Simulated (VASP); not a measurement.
Crystal: BiSbTe2S.

```xyz
5
Lattice="4.6125 0.0000 0.0000 -2.3063 3.9946 0.0000 0.0000 0.0000 11.3545" Properties=species:S:1:pos:R:3 pbc="T T T"
Sb    0.0000    2.6631    0.0000
Bi    0.0000    2.6631    5.6773
Te    0.0000    2.6631    2.8994
Te    0.0000    2.6631    8.4551
S     2.3063    1.3315    0.0000
```

The cell was generated, and may not be a known phase.

* Program: VASP 6.6.1
* Task: relaxation of cell and atoms
* Functional: PBE
* Potentials or basis: VASP PAW PBE potentials, release 64 (Sb, Bi_d, Te, S)
* Cutoff: 600 eV
* k mesh: 12 × 12 × 4
* Occupations: gaussian, width 0.1 eV
* Spin: no spin polarisation

At the start: pressure 0.7 GPa; volume 41.84 Å³/atom.

Q: Where does the relaxation end?

A: Over 9 steps the energy falls by 3.9 meV/atom and the volume is 42.74 Å³/atom (+2.2 %); space group P-6m2 (No. 187, to 0.1 Å) before and after.

Step by step:
```tsv
step	energy change (eV)	largest force (eV/Å)	pressure (GPa)	volume (Å³)
1	0.0000	0.2311	0.68	209.21
2	-0.0065	0.2813	-0.43	214.61
3	-0.0121	0.2583	0.00	212.36
4	-0.0179	0.1282	-0.02	213.39
5	-0.0194	0.0211	-0.03	214.20
6	-0.0196	0.0126	-0.05	214.07
7	-0.0196	0.0108	-0.05	214.04
8	-0.0197	0.0133	0.03	213.52
9	-0.0197	0.0041	0.00	213.72
```

Final structure:
```
CELL_PARAMETERS angstrom
4.63548 0.00000 0.00000
-2.31774 4.01444 0.00000
0.00000 0.00000 11.48482
ATOMIC_POSITIONS crystal
Sb 0.33333 0.66667 0.00000
Bi 0.33333 0.66667 0.50000
Te 0.33333 0.66667 0.25840
Te 0.33333 0.66667 0.74160
S 0.66667 0.33333 0.00000
```
